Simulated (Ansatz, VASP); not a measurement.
# Two plane-wave programs on MoS2

```
S Mo
1.0
     3.19160    0.00000    0.00000
    -1.59580    2.73664    0.00000
     0.00000    0.00000   30.06000
S Mo
2 1
Direct
  0.66686 0.33372 0.30002
  0.66686 0.33372 0.40290
  0.33295 0.66589 0.35146
```

Alike in both runs: functional PBEsol; k mesh 12 × 12 × 1; occupations gaussian, width 0.02 eV; no spin polarisation.

Ansatz relaxed the structure, and its values are those at the end. VASP's run is a single point on that final structure, the one shown.

|  | VASP | Ansatz |
| --- | --- | --- |
| version | VASP 6.6.1 | Ansatz 0.2.0 |
| potentials or method | VASP PAW PBE potentials, release 64 (S, Mo_sv) | scalar-relativistic, plane waves, PAW |
| plane-wave cutoff (eV) | 400 | 420 |
| valence electrons in the cell | 26 | 26 |

|  | VASP | Ansatz | Ansatz less VASP |
| --- | --- | --- | --- |
| gap on the k mesh at the Fermi level (eV) | 1.61 | 1.60 | -0.012 |
| least direct gap on the mesh (eV) | 1.68 | 1.67 | -0.005 |

VASP's potentials were made for PBE, not for PBEsol. Ansatz's warnings: slab cell height set.
